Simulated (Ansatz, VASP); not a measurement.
**Two plane-wave programs on Ni**

Contents of INCAR:

```
ALGO = Normal
EDIFF = 1E-6
ENCUT = 520
GGA = RP
ISIF = 2
ISMEAR = -1
ISPIN = 2
LASPH = T
LCHARG = F
LMAXMIX = 4
LORBIT = 11
LREAL = F
LWAVE = F
MAGMOM = 0.698 0.698
NBANDS = 21
NELM = 150
PREC = Accurate
SIGMA = 0.05
```

The input KPOINTS:

```
k-points
0
Gamma
  18 18 9
```

The input POSCAR:

```
Ni
1.0
   -1.6392895815      1.3500885526      1.2029160043
    1.3500885526     -1.6392895815      1.2029160043
    3.0853318174      3.0853318174     -1.7325882183
Ni
2
Direct
    0.9584903673      0.0415096327      0.0000000000
    0.7915096327      0.2084903673      0.5000000000
```

Input for Ansatz:

```yaml
crystal:
  lattice:
    - [-1.6392895815, 1.3500885526, 1.2029160043]
    - [1.3500885526, -1.6392895815, 1.2029160043]
    - [3.0853318174, 3.0853318174, -1.7325882183]
  atoms:
    - { symbol: Ni, position: [0.9584903673, 0.0415096327, 0.0], spin: 0.698 }
    - { symbol: Ni, position: [0.7915096327, 0.2084903673, 0.5], spin: 0.698 }
hamiltonian:
  xc: rpbe
  pseudopotentials:
    kind: paw
    azcp:
      Ni: "pseudopotentials/Ni.paw.azcp"
basis:
  ecutwfc: 420
  fft_grid_basis: typed
kpoints:
  mp_grid: { grid: [18, 18, 9], shift: [0, 0, 0] }
magnetization:
  spin_polarized: true
scf:
  occupations: { method: fermi_dirac, width: 0.05 }
  lower_state_search: "off"
output:
  stress: true
```

Alike in both runs: task single point; functional RPBE; k mesh 18 × 18 × 9; occupations fermi-dirac, width 0.05 eV; collinear spin.

|  | VASP | Ansatz |
| --- | --- | --- |
| version | VASP 6.6.1 | Ansatz 0.2.0 |
| potentials or method | VASP PAW PBE potentials, release 64 (Ni), cutoff 520 eV | plane waves (420 eV) with PAW, scalar-relativistic |
| valence electrons in the cell | 20 | 36 |

Ansatz gave:

- pressure (GPa): 18.1
- traceless stress, the component that is largest in VASP (GPa): 0.03
- net moment per atom (μB): 0.61
- size of the moment on the site where the two differ most (μB): 0.65

Task: What did VASP give for the same quantities?

Result: Pressure (GPa): 18.0; traceless stress, the component that is largest in VASP (GPa): 0.05; net moment per atom (μB): 0.60; size of the moment on the site where the two differ most (μB): 0.61.

VASP's potentials were made for PBE, not for RPBE. Site moments also hang on the region over which each program counts them. VASP's potentials hold 20 valence electrons a cell and Ansatz's 36, so a difference there can come from the potentials and not from the codes.
